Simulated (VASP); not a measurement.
# ZrB2 (P6/mmm) in VASP: settings compared

The runs below take ZrB2 through single point, with LDA, PBEsol.

All numbers are computed with VASP 6.6.1; they aren't measurements. Logs are shortened: lines on timing, memory, paths and dates and some standing lists are left out, and cuts for length are marked.

## (1) The cell of the first run

It takes space group P6/mmm (No. 191, hexagonal). The conventional cell has a = 3.133 Å, b = 3.133 Å, c = 3.490 Å, α = 90.00°, β = 90.00°, γ = 120.00°. Within 3.3 Å of Zr (site symmetry 6/mmm) lie 12 B at 2.51 Å and 6 Zr at 3.13 Å. Within 2.4 Å of B (site symmetry -6m2) lie 3 B at 1.81 Å.

## (2) Single point, LDA

Contents of INCAR:

```
PREC = Accurate
ENCUT = 520
EDIFF = 1E-6
ISMEAR = -1
SIGMA = 0.1
LREAL = F
LASPH = T
NELM = 100
ALGO = Normal
ISIF = 2
LWAVE = F
LCHARG = T
GGA = CA
LELF = T
LVHAR = T
NBANDS = 16
```

Contents of KPOINTS:

```
regular mesh
0
Gamma
  11 11 9
```

Contents of POSCAR:

```
ZrB2
1.0
    3.1327992267      0.0000000000      0.0000000000
   -1.5663996134      2.7130837153      0.0000000000
    0.0000000000      0.0000000000      3.4899850045
Zr B
1 2
Direct
    0.0000000000      0.0000000000      0.0000000000
    0.3333333333      0.6666666667      0.5000000000
    0.6666666667      0.3333333333      0.5000000000
```

Potentials or basis: VASP PAW LDA potentials, release 64 (Zr_sv, B).

Run with:

```bash
> cat potpaw_LDA.64/Zr_sv/POTCAR potpaw_LDA.64/B/POTCAR > POTCAR
> mpirun -np 1 vasp_std > vasp.out
```

OUTCAR:

```text
PREC = Accurate
   ENCUT = 520
   EDIFF = 1E-6
   ISMEAR = -1
   LREAL = F
   LASPH = T
   NELM = 100
   ISIF = 2
   GGA = CA

 ion  position               nearest neighbor table
   1  0.000  0.000  0.000-   2 2.51   3 2.51   2 2.51   3 2.51   3 2.51   3 2.51   2 2.51   2 2.51
                             3 2.51   3 2.51   2 2.51   2 2.51
   2  0.333  0.667  0.500-   3 1.81   3 1.81   3 1.81   1 2.51   1 2.51   1 2.51   1 2.51   1 2.51
                             1 2.51
   3  0.667  0.333  0.500-   2 1.81   2 1.81   2 1.81   1 2.51   1 2.51   1 2.51   1 2.51   1 2.51
                             1 2.51

  LATTYP: Found a hexagonal cell.
 ALAT       =     3.1327992267
 C/A-ratio  =     1.1140148959

  Lattice vectors:

 A1 = (   3.1327992267,   0.0000000000,   0.0000000000)
 A2 = (  -1.5663996134,   2.7130837153,   0.0000000000)
 A3 = (   0.0000000000,   0.0000000000,   3.4899850045)

Analysis of symmetry for initial positions (statically):
=====================================================================
 Subroutine PRICEL returns:
 Original cell was already a primitive cell.

 Routine SETGRP: Setting up the symmetry group for a
 hexagonal supercell.

 Subroutine GETGRP returns: Found 24 space group operations
 (whereof 24 operations were pure point group operations)
 out of a pool of 24 trial point group operations.

The static configuration has the point symmetry D_6h.

Analysis of symmetry for dynamics (positions and initial velocities):
=====================================================================
 Subroutine PRICEL returns:
 Original cell was already a primitive cell.

 Routine SETGRP: Setting up the symmetry group for a
 hexagonal supercell.

 Subroutine GETGRP returns: Found 24 space group operations
 (whereof 24 operations were pure point group operations)
 out of a pool of 24 trial point group operations.

The dynamic configuration has the point symmetry D_6h.

 Subroutine INISYM returns: Found 24 space group operations
 (whereof 24 operations are pure point group operations),
 and found     1 'primitive' translations

----------------------------------------------------------------------------------------

                                     Primitive cell

  volume of cell :      29.6633

  direct lattice vectors                    reciprocal lattice vectors
     3.132799227  0.000000000  0.000000000     0.319203347  0.184292139  0.000000000
    -1.566399613  2.713083715  0.000000000     0.000000000  0.368584277  0.000000000
     0.000000000  0.000000000  3.489985004     0.000000000  0.000000000  0.286534182

  length of vectors
     3.132799227  3.132799227  3.489985004     0.368584277  0.368584277  0.286534182

  position of ions in fractional coordinates (direct lattice)
     0.000000000  0.000000000  0.000000000
     0.333333333  0.666666667  0.500000000
     0.666666667  0.333333333  0.500000000

  ion indices of the primitive-cell ions
   primitive index   ion index
                 1           1
                 2           2
                 3           3

----------------------------------------------------------------------------------------

 KPOINTS: regular mesh

Automatic generation of k-mesh.
 Grid dimensions read from file:
 generate k-points for:   11   11    9

 Generating k-lattice:

  Cartesian coordinates                     Fractional coordinates (reciprocal lattice)
     0.029018486  0.016753831  0.000000000     0.090909091  0.000000000  0.000000000
     0.000000000  0.033507662  0.000000000     0.000000000  0.090909091  0.000000000
     0.000000000  0.000000000  0.031837131     0.000000000  0.000000000  0.111111111

  Length of vectors
     0.033507662  0.033507662  0.031837131

  Shift w.r.t. Gamma in fractional coordinates (k-lattice)
     0.000000000  0.000000000  0.000000000

 Subroutine IBZKPT returns following result:
 ===========================================

 Found     80 irreducible k-points:

 Following reciprocal coordinates:
            Coordinates               Weight
  0.000000  0.000000  0.000000      1.000000
  0.090909  0.000000  0.000000      6.000000
  0.181818  0.000000  0.000000      6.000000
  0.272727  0.000000  0.000000      6.000000
  0.363636  0.000000  0.000000      6.000000
  0.454545  0.000000  0.000000      6.000000
[... 16 lines left out ...]
  0.090909  0.090909  0.111111     12.000000
  0.181818  0.090909  0.111111     24.000000
 [... further k-points ...]
   k-points           NKPTS =     80   k-points in BZ     NKDIM =     80   number of bands    NBANDS=     16
   number of dos      NEDOS =    301   number of ions     NIONS =      3
   total plane-waves  NPLWV =  16128
   dimension x,y,z NGX =    24 NGY =   24 NGZ =   28
   dimension x,y,z NGXF=    48 NGYF=   48 NGZF=   56
   ions per type =               1   2
   NGX,Y,Z   is equivalent  to a cutoff of  12.74, 12.74, 13.34 a.u.
   NGXF,Y,Z  is equivalent  to a cutoff of  25.47, 25.47, 26.68 a.u.
 SYSTEM =  unknown system
   PREC   = accura    normal or accurate (medium, high low for compatibility)
   ISTART =      0    job   : 0-new  1-cont  2-samecut
   ICHARG =      2    charge: 1-file 2-atom 10-const
   ISPIN  =      1    spin polarized calculation?
   LNONCOLLINEAR =      F non collinear calculations
   LSORBIT =      F    spin-orbit coupling
   LASPH  =      T    aspherical Exc in radial PAW
   ENCUT  =  520.0 eV  38.22 Ry    6.18 a.u.   5.82  5.82  6.49*2*pi/ulx,y,z
   NELM   =    100;   NELMIN=  2; NELMDL= -5     # of ELM steps
   EDIFF  = 0.1E-05   stopping-criterion for ELM
   LREAL  =      F    real-space projection
   EDIFFG = 0.1E-04   stopping-criterion for IOM
   NSW    =      0    number of steps for IOM
   IBRION =     -1    ionic relax: 0-MD 1-quasi-New 2-CG
   NFREE  =      0    steps in history (QN), initial steepest desc. (CG)
   ISIF   =      2    stress and relaxation
   ISYM   =      2    0-nonsym 1-usesym 2-fastsym
   POTIM  = 0.5000    time-step for ionic-motion
   TEBEG  =    0.0;   TEEND  =   0.0 temperature during run
   PSTRESS=    0.0 pullay stress
   NELECT =      18.0000    total number of electrons
   NUPDOWN=      -1.0000    fix difference up-down
   EMIN   =  10.00;   EMAX   =-10.00  energy-range for DOS
   EFERMI =   0.00;   METHOD = LEGACY
   ISMEAR =    -1;   SIGMA  =   0.10  broadening in eV -4-tet -1-fermi 0-gaus
   EFERMI_NEDOS =   21; number of points for ismear=-14 and -15
   IALGO  =     38    algorithm
   IMIX   =      4    mixing-type and parameters
     AMIX     =   0.40;   BMIX     =  1.00
     AMIX_MAG =   1.60;   BMIX_MAG =  1.00
  volume/ion in A,a.u.               =       9.89        66.73
  Fermi-wavevector in a.u.,A,eV,Ry     =   1.385987  2.619136 26.136255  1.920961
  Thomas-Fermi vector in A             =   2.510346
   LORBIT       =      0    0 simple, 1 ext, 2 COOP (PROOUT), +10 PAW based schemes
   GGA     = CA    functional components
   LHFCALC =     F    Hartree Fock is set to
   AEXX    =    0.0000 exact exchange contribution
   IVDW    =     0    specifies the selected vdW correction
   LEPSILON=     F    determine dielectric tensor
   LRPA    =     F    only Hartree local field effects (RPA)
 non-spin polarized calculation
  energy-cutoff  :      520.00
  volume of cell :       29.66
 maximum number of plane-waves:       816
 NGX is ok and might be reduce to    24
   NGX = 11   NGY = 11   NGZ = 13

 number of electron      18.0000000 magnetization

 Free energy of the ion-electron system (eV)
  ---------------------------------------------------
  ext. energy  EPLUGINS =         0.00000000
  ---------------------------------------------------
  free energy    TOTEN  =       -27.48820448 eV

  energy without entropy =      -27.48131861  energy(sigma->0) =      -27.48476155

 E-fermi :  10.8076     XC(G=0): -12.7539

 val. band max:       10.6604407173   @ k =   0.1818   0.1818   0.1111
 cond. band min:      10.8170688579   @ k =   0.2727   0.1818   0.0000
 fundamental gap:      0.1566281406
 Fermi energy:        10.8075880807

 k-point     1 :       0.0000    0.0000    0.0000
  band No.  band energies     occupation
      1     -37.3668      2.00000
      2     -15.7322      2.00000
      3     -15.1100      2.00000
      4     -15.1100      2.00000
      5      -1.8545      2.00000
      6       8.1688      2.00000
[... 8 lines left out ...]
     15      16.1641      0.00000
     16      16.1641      0.00000

 k-point     2 :       0.0909    0.0000    0.0000
  band No.  band energies     occupation
      1     -37.3560      2.00000
      2     -15.7164      2.00000
      3     -15.2021      2.00000
      4     -15.1299      2.00000
      5      -1.6838      2.00000
      6       7.7065      2.00000
[... 8 lines left out ...]
     15      16.8765      0.00000
     16      17.2301      0.00000

 k-point     3 :       0.1818    0.0000    0.0000
  band No.  band energies     occupation
      1     -37.3267      2.00000
      2     -15.6739      2.00000
      3     -15.4422      2.00000
      4     -15.1827      2.00000
      5      -1.1978      2.00000
      6       6.6387      2.00000
[... 8 lines left out ...]
     15      17.7974      0.00000
     16      18.4716      0.00000

 k-point     4 :       0.2727    0.0000    0.0000
  band No.  band energies     occupation
      1     -37.2881      2.00000
      2     -15.7431      2.00000
      3     -15.6175      2.00000
      4     -15.2509      2.00000
      5      -0.4564      2.00000
      6       5.3754      2.00000
[... 8 lines left out ...]
     15      18.5349      0.00000
     16      20.5902      0.00000
[... 324 lines left out ...]
 k-point    22 :       0.4545    0.0000    0.1111
  band No.  band energies     occupation
      1     -37.2282      2.00000
      2     -16.1516      2.00000
      3     -15.5755      2.00000
      4     -15.3437      2.00000
      5       1.5773      2.00000
      6       2.7464      2.00000
[... 8 lines left out ...]
     15      19.2176      0.00000
     16      21.3801      0.00000

 k-point    23 :       0.0909    0.0909    0.1111
  band No.  band energies     occupation
      1     -37.3332      2.00000
      2     -15.7374      2.00000
      3     -15.3570      2.00000
      4     -15.1681      2.00000
      5      -1.1826      2.00000
      6       7.0740      2.00000
[... 8 lines left out ...]
     15      17.5684      0.00000
     16      17.9199      0.00000

 k-point    24 :       0.1818    0.0909    0.1111
  band No.  band energies     occupation
      1     -37.2993      2.00000
      2     -15.6874      2.00000
      3     -15.6095      2.00000
      4     -15.2425      2.00000
      5      -0.5990      2.00000
      6       5.9464      2.00000
[... 8 lines left out ...]
     15      18.2407      0.00000
     16      19.4445      0.00000

 [... further k-points ...]

------------------------ aborting loop because EDIFF is reached ----------------------------------------

  FORCE on cell =-STRESS in cart. coord.  units (eV):
  Direction    XX          YY          ZZ          XY          YZ          ZX
  --------------------------------------------------------------------------------------
  -------------------------------------------------------------------------------------
  Total        0.0767792      0.0767792      0.0818229     -0.0000000     -0.0000000      0.0000000
  in kB        4.1470057      4.1470057      4.4194300     -0.0000000     -0.0000000      0.0000000
  external PRESSURE =       4.2378138 kB  Pullay stress =       0.0000000 kB

 VOLUME and BASIS-vectors are now :
 -----------------------------------------------------------------------------
  energy-cutoff  :      520.00
  volume of cell :       29.66
      direct lattice vectors                 reciprocal lattice vectors
     3.132799227  0.000000000  0.000000000     0.319203347  0.184292139  0.000000000
    -1.566399613  2.713083715  0.000000000     0.000000000  0.368584277  0.000000000
     0.000000000  0.000000000  3.489985004     0.000000000  0.000000000  0.286534182

 POSITION                                       TOTAL-FORCE (eV/Angst)
 -----------------------------------------------------------------------------------
      0.00000      0.00000      0.00000        -0.000000      0.000000      0.000000
     -0.00000      1.80872      1.74499        -0.000000      0.000000      0.000000
      1.56640      0.90436      1.74499         0.000000     -0.000000      0.000000
 -----------------------------------------------------------------------------------
    total drift:                               -0.000000      0.000000      0.000000

  FREE ENERGIE OF THE ION-ELECTRON SYSTEM (eV)
  ---------------------------------------------------
  free  energy   TOTEN  =       -27.4882044846 eV

  energy  without entropy=      -27.4813186065  energy(sigma->0) =      -27.48476155
```

Run time: 21 s. Hardware: 1 thread of AMD EPYC 9R45 (Zen 5), shared host; peak memory 0.12 GiB.

What came out:

- Free energy: -27.4882 eV
- Pressure: 0.4 GPa
- Band gap on the k mesh: zero (band 9 reaches 11.65 eV, above the bottom of band 10 at 10.37 eV)

(Continued in part 2 of 2.)
